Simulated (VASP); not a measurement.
# CO (P1) in VASP: single point with PBEsol

Aim: the single point of CO with PBEsol.

Everything below comes from runs of VASP 6.6.1. Logs are shortened: lines on timing, memory, paths and dates and some standing lists are left out, and cuts for length are marked.

## (1) The cell of the first run

The typed cell holds 16 atoms: a = 5.953 Å, b = 5.953 Å, c = 14.188 Å, α = 112.62°, β = 67.38°, γ = 90.00°.

## (2) Single point, PBEsol

The input, INCAR:

```
  PREC = Accurate
  ENCUT = 520
  EDIFF = 1E-6
  ISMEAR = 0
  SIGMA = 0.05
  LREAL = Auto
  LASPH = True
  NELM = 100
  ALGO = Normal
  ISIF = 2
  LWAVE = False
  LCHARG = True
  GGA = PS
  LELF = True
  LVHAR = True
  NBANDS = 54
```

The input, KPOINTS:

```
Automatic mesh
0
Gamma
  4 4 2
```

The input, POSCAR:

```
CO
1.0
    0.0000000000     -5.9526445718      0.0000000000
    0.0000000000      0.0000000000     -5.9526445718
   11.9052891436     -5.4567892790      5.4567892790
C O
8 8
Direct
   -0.0630329055      0.1337355413      0.1073243410
   -0.5213829055      0.5920855413      0.6073243410
    0.1463329055      1.3536670945      0.8926756590
    0.6046829055      0.8953170945      0.3926756590
   -0.3212605413      1.7505579055      0.8573243410
    0.1370894587      1.2922079055      0.3573243410
   -0.0537894587      1.0537894587      0.6426756590
    0.4045605413      0.5954394587      0.1426756590
    0.3183982543      1.5325781975      0.6622558870
    0.7767482543      1.0742281975      0.1622558870
   -0.6934482543      1.1934482543      0.8377441130
   -0.2350982543      0.7350982543      0.3377441130
   -0.2617531975      0.9107767457      0.9122558870
    0.1965968025      0.4524267457      0.4122558870
    0.3450531975      0.6549468025      0.0877441130
   -0.1132968025      1.1132968025      0.5877441130
```

Potentials or basis: VASP PAW PBE potentials, release 64 (C, O).

Command:

```console
> cat potpaw_PBE.64/C/POTCAR potpaw_PBE.64/O/POTCAR > POTCAR
> mpirun -np 1 vasp_std > vasp.out
```

OUTCAR:

```text
PREC = Accurate
   ENCUT = 520
   EDIFF = 1E-6
   ISMEAR = 0
   LREAL = Auto
   LASPH = True
   NELM = 100
   ISIF = 2
   GGA = PS

 ion  position               nearest neighbor table
   1  0.937  0.134  0.107-  10 1.13
   2  0.479  0.592  0.607-   9 1.13
   3  0.146  0.354  0.893-  11 1.13
   4  0.605  0.895  0.393-  12 1.13
   5  0.679  0.751  0.857-  13 1.13
   6  0.137  0.292  0.357-  14 1.13
[... 8 lines left out ...]
  15  0.345  0.655  0.088-   8 1.13
  16  0.887  0.113  0.588-   7 1.13

  LATTYP: Found a base centered monoclinic cell.
 ALAT       =     8.4183106854
 B/A-ratio  =     1.0000000000
 C/A-ratio  =     1.4166647063
 COS(beta)  =    -0.0588000814

  Lattice vectors:

 A1 = (   0.0000000000,   0.0000000000,   5.9526445718)
 A2 = (   0.0000000000,  -5.9526445718,   0.0000000000)
 A3 = (  11.9052891436,   0.4958552928,  -0.4958552928)

Analysis of symmetry for initial positions (statically):
=====================================================================
 Subroutine PRICEL returns:
 Original cell was already a primitive cell.

 Routine SETGRP: Setting up the symmetry group for a
 base centered monoclinic supercell.

 Subroutine GETGRP returns: Found  1 space group operations
 (whereof  1 operations were pure point group operations)
 out of a pool of  4 trial point group operations.

The static configuration has the point symmetry C_1 .

Analysis of symmetry for dynamics (positions and initial velocities):
=====================================================================
 Subroutine PRICEL returns:
 Original cell was already a primitive cell.

 Routine SETGRP: Setting up the symmetry group for a
 base centered monoclinic supercell.

 Subroutine GETGRP returns: Found  1 space group operations
 (whereof  1 operations were pure point group operations)
 out of a pool of  4 trial point group operations.

The dynamic configuration has the point symmetry C_1 .

 Subroutine INISYM returns: Found  1 space group operations
 (whereof  1 operations are pure point group operations),
 and found     1 'primitive' translations

----------------------------------------------------------------------------------------

                                     Primitive cell

  volume of cell :     421.8517

  direct lattice vectors                    reciprocal lattice vectors
     0.000000000 -5.952644572  0.000000000    -0.076999390 -0.167992560  0.000000000
     0.000000000  0.000000000 -5.952644572     0.076999390  0.000000000 -0.167992560
    11.905289144 -5.456789279  5.456789279     0.083996280  0.000000000  0.000000000

  length of vectors
     5.952644572  5.952644572 14.187635746     0.184798285  0.184798285  0.083996280

  position of ions in fractional coordinates (direct lattice)
     0.936967094  0.133735541  0.107324341
     0.478617095  0.592085541  0.607324341
     0.146332906  0.353667094  0.892675659
     0.604682905  0.895317095  0.392675659
     0.678739459  0.750557906  0.857324341
     0.137089459  0.292207905  0.357324341
[... 8 lines left out ...]
     0.345053198  0.654946802  0.087744113
     0.886703197  0.113296803  0.587744113

  ion indices of the primitive-cell ions
   primitive index   ion index
                 1           1
                 2           2
                 3           3
                 4           4
                 5           5
                 6           6
[... 8 lines left out ...]
                15          15
                16          16

----------------------------------------------------------------------------------------

 KPOINTS: Automatic mesh

Automatic generation of k-mesh.
 Grid dimensions read from file:
 generate k-points for:    4    4    2

 Generating k-lattice:

  Cartesian coordinates                     Fractional coordinates (reciprocal lattice)
    -0.019249847 -0.041998140  0.000000000     0.250000000  0.000000000 -0.000000000
     0.019249847  0.000000000 -0.041998140     0.000000000  0.250000000  0.000000000
     0.041998140  0.000000000  0.000000000     0.000000000  0.000000000  0.500000000

  Length of vectors
     0.046199571  0.046199571  0.041998140

  Shift w.r.t. Gamma in fractional coordinates (k-lattice)
     0.000000000  0.000000000  0.000000000

 Subroutine IBZKPT returns following result:
 ===========================================

 Found     20 irreducible k-points:

 Following reciprocal coordinates:
            Coordinates               Weight
  0.000000  0.000000  0.000000      1.000000
  0.250000  0.000000  0.000000      2.000000
  0.000000  0.250000 -0.000000      2.000000
  0.500000  0.000000  0.000000      1.000000
  0.000000  0.500000 -0.000000      1.000000
  0.250000  0.250000  0.000000      2.000000
[... 12 lines left out ...]
 -0.250000  0.250000  0.500000      2.000000
  0.500000  0.500000  0.500000      1.000000
   k-points           NKPTS =     20   k-points in BZ     NKDIM =     20   number of bands    NBANDS=     54
   number of dos      NEDOS =    301   number of ions     NIONS =     16
   total plane-waves  NPLWV = 248832
   dimension x,y,z NGX =    48 NGY =   48 NGZ =  108
   dimension x,y,z NGXF=    96 NGYF=   96 NGZF=  216
   ions per type =               8   8
   NGX,Y,Z   is equivalent  to a cutoff of  13.41, 13.41, 12.66 a.u.
   NGXF,Y,Z  is equivalent  to a cutoff of  26.81, 26.81, 25.31 a.u.
 SYSTEM =  unknown system
   PREC   = accura    normal or accurate (medium, high low for compatibility)
   ISTART =      0    job   : 0-new  1-cont  2-samecut
   ICHARG =      2    charge: 1-file 2-atom 10-const
   ISPIN  =      1    spin polarized calculation?
   LNONCOLLINEAR =      F non collinear calculations
   LSORBIT =      F    spin-orbit coupling
   LASPH  =      T    aspherical Exc in radial PAW
   ENCUT  =  520.0 eV  38.22 Ry    6.18 a.u.  11.07 11.07 26.38*2*pi/ulx,y,z
   NELM   =    100;   NELMIN=  2; NELMDL= -5     # of ELM steps
   EDIFF  = 0.1E-05   stopping-criterion for ELM
   LREAL  =      T    real-space projection
   EDIFFG = 0.1E-04   stopping-criterion for IOM
   NSW    =      0    number of steps for IOM
   IBRION =     -1    ionic relax: 0-MD 1-quasi-New 2-CG
   NFREE  =      0    steps in history (QN), initial steepest desc. (CG)
   ISIF   =      2    stress and relaxation
   ISYM   =      2    0-nonsym 1-usesym 2-fastsym
   POTIM  = 0.5000    time-step for ionic-motion
   TEBEG  =    0.0;   TEEND  =   0.0 temperature during run
   PSTRESS=    0.0 pullay stress
   NELECT =      80.0000    total number of electrons
   NUPDOWN=      -1.0000    fix difference up-down
   EMIN   =  10.00;   EMAX   =-10.00  energy-range for DOS
   EFERMI =   0.00;   METHOD = LEGACY
   ISMEAR =     0;   SIGMA  =   0.05  broadening in eV -4-tet -1-fermi 0-gaus
   EFERMI_NEDOS =   21; number of points for ismear=-14 and -15
   IALGO  =     38    algorithm
   IMIX   =      4    mixing-type and parameters
     AMIX     =   0.40;   BMIX     =  1.00
     AMIX_MAG =   1.60;   BMIX_MAG =  1.00
  volume/ion in A,a.u.               =      26.37       177.92
  Fermi-wavevector in a.u.,A,eV,Ry     =   0.940556  1.777394 12.036346  0.884646
  Thomas-Fermi vector in A             =   2.067980
   LORBIT       =      0    0 simple, 1 ext, 2 COOP (PROOUT), +10 PAW based schemes
   GGA     = PS    functional components
   LHFCALC =     F    Hartree Fock is set to
   AEXX    =    0.0000 exact exchange contribution
   IVDW    =     0    specifies the selected vdW correction
   LEPSILON=     F    determine dielectric tensor
   LRPA    =     F    only Hartree local field effects (RPA)
 non-spin polarized calculation
 Gauss-broadening in eV      SIGMA  =   0.05
  energy-cutoff  :      520.00
  volume of cell :      421.85
 maximum number of plane-waves:     11379
 NGX is ok and might be reduce to    48
   NGX = 23   NGY = 23   NGZ = 53

 number of electron      80.0000012 magnetization

 Free energy of the ion-electron system (eV)
  ---------------------------------------------------
  ext. energy  EPLUGINS =         0.00000000
  ---------------------------------------------------
  free energy    TOTEN  =      -121.47449327 eV

  energy without entropy =     -121.47449327  energy(sigma->0) =     -121.47449327

 E-fermi :  -5.4257     XC(G=0):  -5.8905

 val. band max:       -5.7237664089   @ k =   0.0000   0.0000   0.0000
 cond. band min:       0.3912769488   @ k =   0.2500   0.0000   0.5000
 fundamental gap:      6.1150433577
 Fermi energy:        -5.4256963283

 k-point     1 :       0.0000    0.0000    0.0000
  band No.  band energies     occupation
      1     -26.3794      2.00000
      2     -26.3525      2.00000
      3     -26.3454      2.00000
      4     -26.3315      2.00000
      5     -26.3234      2.00000
      6     -26.3179      2.00000
[... 44 lines left out ...]
     51       1.1621      0.00000
     52       1.2435      0.00000

 k-point     2 :       0.2500    0.0000    0.0000
  band No.  band energies     occupation
      1     -26.3780      2.00000
      2     -26.3529      2.00000
      3     -26.3429      2.00000
      4     -26.3311      2.00000
      5     -26.3257      2.00000
      6     -26.3191      2.00000
[... 44 lines left out ...]
     51       1.1347      0.00000
     52       1.1958      0.00000

 k-point     3 :       0.0000    0.2500   -0.0000
  band No.  band energies     occupation
      1     -26.3781      2.00000
      2     -26.3530      2.00000
      3     -26.3435      2.00000
      4     -26.3307      2.00000
      5     -26.3246      2.00000
      6     -26.3197      2.00000
[... 44 lines left out ...]
     51       1.1577      0.00000
     52       1.2618      0.00000
[... 826 lines left out ...]
 k-point    19 :      -0.2500    0.2500    0.5000
  band No.  band energies     occupation
      1     -26.3773      2.00000
      2     -26.3529      2.00000
      3     -26.3408      2.00000
      4     -26.3295      2.00000
      5     -26.3280      2.00000
      6     -26.3200      2.00000
[... 44 lines left out ...]
     51       1.1337      0.00000
     52       1.2044      0.00000

 k-point    20 :       0.5000    0.5000    0.5000
  band No.  band energies     occupation
      1     -26.3756      2.00000
      2     -26.3536      2.00000
      3     -26.3344      2.00000
      4     -26.3323      2.00000
      5     -26.3253      2.00000
      6     -26.3236      2.00000
[... 44 lines left out ...]
     51       1.2074      0.00000
     52       1.2316      0.00000
 [bands above 52 left out]

------------------------ aborting loop because EDIFF is reached ----------------------------------------

  FORCE on cell =-STRESS in cart. coord.  units (eV):
  Direction    XX          YY          ZZ          XY          YZ          ZX
  --------------------------------------------------------------------------------------
  -------------------------------------------------------------------------------------
  Total        2.9955538      2.9362385      2.9126017     -0.0803549      0.0199137      0.0432184
  in kB       11.3770027     11.1517252     11.0619535     -0.3051849      0.0756313      0.1641419
  external PRESSURE =      11.1968938 kB  Pullay stress =       0.0000000 kB

 VOLUME and BASIS-vectors are now :
 -----------------------------------------------------------------------------
  energy-cutoff  :      520.00
  volume of cell :      421.85
      direct lattice vectors                 reciprocal lattice vectors
     0.000000000 -5.952644572  0.000000000    -0.076999390 -0.167992560  0.000000000
     0.000000000  0.000000000 -5.952644572     0.076999390  0.000000000 -0.167992560
    11.905289144 -5.456789279  5.456789279     0.083996280  0.000000000  0.000000000

 POSITION                                       TOTAL-FORCE (eV/Angst)
 -----------------------------------------------------------------------------------
      1.27773     -6.16308     -0.21043        -0.579735     -0.628601     -0.602595
      7.23037     -6.16308     -0.21043        -0.595897     -0.600365     -0.597904
     10.62756     -5.74221      2.76589         0.604564      0.645619     -0.621477
      4.67492     -5.74221     -3.18676         0.601212      0.603183     -0.602899
     10.20669     -8.71853      0.21043        -0.616842      0.600930      0.603523
      4.25405     -2.76589      0.21043        -0.596257      0.597530      0.600943
[... 8 lines left out ...]
      1.04462     -2.53278     -3.41986        -0.602731      0.591819     -0.605082
      6.99726     -8.48542      2.53278        -0.601347      0.597245     -0.598189
 -----------------------------------------------------------------------------------
    total drift:                                0.019468      0.010900     -0.011172

  FREE ENERGIE OF THE ION-ELECTRON SYSTEM (eV)
  ---------------------------------------------------
  free  energy   TOTEN  =      -121.4744932654 eV

  energy  without entropy=     -121.4744932654  energy(sigma->0) =     -121.47449327
```

It took 14 min on 1 thread of Intel Xeon 8259CL, shared host; peak memory 0.69 GiB.

What came out:

```yaml
Free_energy: -121.4745 eV
Pressure: 1.1 GPa
Largest_force: 1.081 eV/Å
Band_gap_on_the_k_mesh: 6.12 eV (least direct gap 6.13 eV)
```

Forces on the atoms (eV/Å):
```
C   -0.580 -0.629 -0.603
C   -0.596 -0.600 -0.598
C    0.605  0.646 -0.621
C    0.601  0.603 -0.603
C   -0.617  0.601  0.604
C   -0.596  0.598  0.601
C    0.596 -0.597  0.599
C    0.616 -0.606  0.616
O    0.597  0.598  0.598
O    0.604  0.604  0.607
O   -0.614 -0.623  0.612
O   -0.598 -0.599  0.599
O    0.589 -0.585 -0.610
O    0.597 -0.599 -0.598
O   -0.603  0.592 -0.605
O   -0.601  0.597 -0.598
```

Caveat: this functional lacks dispersion, which holds the molecules together, so the pressure and a relaxed volume are unreliable; the PAW data sets were made with another functional, which shifts forces and pressure a little. A k mesh can miss the band edges.
